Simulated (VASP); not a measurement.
Write the native input for VASP 6.6.1 that does the following.

```
Task                   : single point
Functional             : r2SCAN
Potentials or basis    : VASP PAW PBE potentials, release 64 (Si, Mo_sv)
Cutoff                 : 520 eV
k mesh                 : 10 × 10 × 10
Occupations            : fermi-dirac, width 0.1 eV
Spin                   : no spin polarisation
Dipole correction      : no
Further INCAR settings : ALGO = Normal; EDIFF = 1e-06; NBANDS = 18
```

Crystal: Si2Mo.

```
Si Mo
1.0
    -1.60123    1.60123    3.90968
     1.60123   -1.60123    3.90968
     1.60123    1.60123   -3.90968
Si Mo
2 1
Direct
  0.33535 0.33535 0.00000
  0.66465 0.66465 0.00000
  0.00000 0.00000 0.00000
```

One way to write it, as run:

POSCAR

```
Si2Mo
1.0
   -1.6012334303      1.6012334303      3.9096811222
    1.6012334303     -1.6012334303      3.9096811222
    1.6012334303      1.6012334303     -3.9096811222
Si Mo
2 1
Direct
    0.3353545067      0.3353545067      0.0000000000
    0.6646454933      0.6646454933      0.0000000000
    0.0000000000      0.0000000000      0.0000000000
```

INCAR.step1

```
SYSTEM = Si2Mo
  ALGO = Normal
  EDIFF = 1E-4
  ENCUT = 520
  GGA = PE
  ISMEAR = -1
  LASPH = .True.
  LCHARG = .False.
  LREAL = .False.
  LWAVE = .True.
  NBANDS = 18
  NELM = 100
  PREC = Accurate
  SIGMA = 0.1
```

INCAR.step2

```
SYSTEM = Si2Mo
  ALGO = Normal
  EDIFF = 1E-6
  ENCUT = 520
  ISIF = 2
  ISMEAR = -1
  ISTART = 1
  LASPH = .True.
  LCHARG = .False.
  LMIXTAU = .True.
  LREAL = .False.
  LWAVE = .False.
  METAGGA = R2SCAN
  NBANDS = 18
  NELM = 100
  PREC = Accurate
  SIGMA = 0.1
```

KPOINTS

```
k-points
0
Gamma
  10 10 10
  0 0 0
```

Potentials or basis: VASP PAW PBE potentials, release 64 (Si, Mo_sv).

Run with:

```sh
$ cat potpaw_PBE.64/Si/POTCAR potpaw_PBE.64/Mo_sv/POTCAR > POTCAR
$ cp INCAR.step1 INCAR
$ mpirun -np 1 vasp_std > vasp.out
$ cp INCAR.step2 INCAR
$ mpirun -np 1 vasp_std > vasp.out
```

Results of the run:

The pressure is 0.3 GPa, the largest force is 0.007 eV/Å and the band gap on the k mesh is zero (band 11 reaches 12.73 eV, above the bottom of band 12 at 11.73 eV).

Caveat: the PAW data sets were made with another functional, which shifts forces and pressure a little.

Wall time 2.4 min on 1 thread of Intel(R) Xeon(R) 6975P-C (Granite Rapids), on a shared host, peak memory 0.25 GiB.
